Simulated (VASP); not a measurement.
The system is CsH4F.

```
CELL_PARAMETERS angstrom
4.35462 0.00000 0.00000
0.00000 4.35462 0.00000
0.00000 0.00000 4.35462
ATOMIC_POSITIONS crystal
F 0.00000 0.00000 0.00000
Cs 0.50000 0.50000 0.50000
H 0.14800 0.14800 0.14800
H 0.14800 0.85200 0.85200
H 0.85200 0.85200 0.14800
H 0.85200 0.14800 0.85200
```

| Item | Value |
| --- | --- |
| Program | VASP 6.6.1 |
| Task | relaxation of cell and atoms |
| Functional | r2SCAN |
| Potentials or basis | VASP PAW PBE potentials, release 64 (F, Cs_sv, H) |
| Cutoff | 600 eV |
| k mesh | 8 × 8 × 8 |
| Occupations | fermi-dirac, width 0.1 eV |
| Spin | no spin polarisation |

At the start: pressure 20.4 GPa; volume 13.76 Å³/atom.

Question: How do energy, volume and symmetry change on relaxing?

Answer: Over 10 steps the energy falls by 573.9 meV/atom and the volume is 20.80 Å³/atom (+51.1 %); space group P-43m (No. 215, to 0.1 Å) before and after.

Step by step:
| step | energy change (eV) | largest force (eV/Å) | pressure (GPa) | volume (Å³) |
| --- | --- | --- | --- | --- |
| 1 | 0.0000 | 4.8524 | 20.44 | 82.58 |
| 2 | -3.2915 | 0.0527 | 2.80 | 105.39 |
| 3 | -3.3237 | 0.3459 | 1.18 | 110.52 |
| 4 | -3.3269 | 0.2812 | 1.46 | 109.56 |
| 5 | -3.3270 | 0.2397 | 1.62 | 108.97 |
| 6 | -3.3643 | 0.2155 | 1.21 | 111.92 |
| 7 | -3.4300 | 0.1501 | 0.16 | 121.10 |
| 8 | -3.4381 | 0.1240 | -0.27 | 125.63 |
| 9 | -3.4432 | 0.0362 | -0.04 | 125.00 |
| 10 | -3.4436 | 0.0033 | 0.05 | 124.78 |

Final structure:
```
F Cs H
1.0
     4.99707    0.00000    0.00000
     0.00000    4.99707    0.00000
     0.00000    0.00000    4.99707
F Cs H
1 1 4
Cartesian
  4.9971 0.0000 0.0000
  2.4985 2.4985 2.4985
  0.8642 0.8642 0.8642
  0.8642 4.1328 4.1328
  4.1328 4.1328 0.8642
  4.1328 0.8642 4.1328
```

Caveat: the volume moved by over 15 % at a fixed basis, so the end points are rough; the PAW data sets were made with another functional, which shifts forces and pressure a little.
